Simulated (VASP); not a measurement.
Here is a VASP 6.6.1 calculation.

The input INCAR:

```
ALGO = Normal
EDIFF = 1E-7
ENCUT = 520
GGA = PE
ISIF = 2
ISMEAR = 0
LASPH = T
LCHARG = F
LREAL = F
LWAVE = F
NBANDS = 15
NELM = 60
PREC = Accurate
SIGMA = 0.05
```

Contents of KPOINTS:

```
k-points
0
Gamma
  10 10 8
```

File POSCAR:

```
BaS
1.0
    4.2717320432      0.0000000000      0.0000000000
   -2.1358660216      3.6994284676      0.0000000000
    0.0000000000      0.0000000000      3.9257548129
Ba S
1 1
Direct
    0.0000000000      0.0000000000      0.0000000000
    0.6666666667      0.3333333333      0.5000000000
```

Potentials or basis: VASP PAW PBE potentials, release 64 (Ba_sv, S).

Run with:

```bash
$ cat potpaw_PBE.64/Ba_sv/POTCAR potpaw_PBE.64/S/POTCAR > POTCAR
$ mpirun -np 1 vasp_std > vasp.out
```

(1) Predict the pressure.

(2) Predict the band gap on the k mesh.

Answers

(1) 3.2 GPa.

(2) 1.88 eV.

Caveat: the cell stands under pressure; spin-orbit coupling is left out, which moves the levels of the heavy elements.
